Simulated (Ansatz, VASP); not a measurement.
**Two plane-wave programs on Cu**

```
CELL_PARAMETERS angstrom
0.00000 1.78844 1.78844
1.78844 0.00000 1.78844
1.78844 1.78844 0.00000
ATOMIC_POSITIONS crystal
Cu 0.00000 0.00000 0.00000
```

Alike in both runs: task single point; functional r2SCAN; k mesh 20 × 20 × 20; occupations gaussian, width 0.1 eV; no spin polarisation.

|  | VASP | Ansatz |
| --- | --- | --- |
| version | VASP 6.6.1 | Ansatz 0.2.0 |
| potentials or method | VASP PAW PBE potentials, release 64 (Cu), cutoff 520 eV | scalar-relativistic, plane waves, PAW |
| valence electrons in the cell | 11 | 19 |

VASP gave:

- gap on the k mesh at the Fermi level (eV): none
- pressure (GPa): 0.5

Q: Which values does Ansatz return?

A: gap on the k mesh at the Fermi level (eV): none; pressure (GPa): 0.0.

VASP's potentials were made for PBE, not for r2SCAN. A gap of «none» marks a metal or a gap that the smearing closes. With one functional, cell and mesh, what is left measures potentials, basis and numerics. VASP's potentials hold 11 valence electrons a cell and Ansatz's 19, so a difference there can come from the potentials and not from the codes.
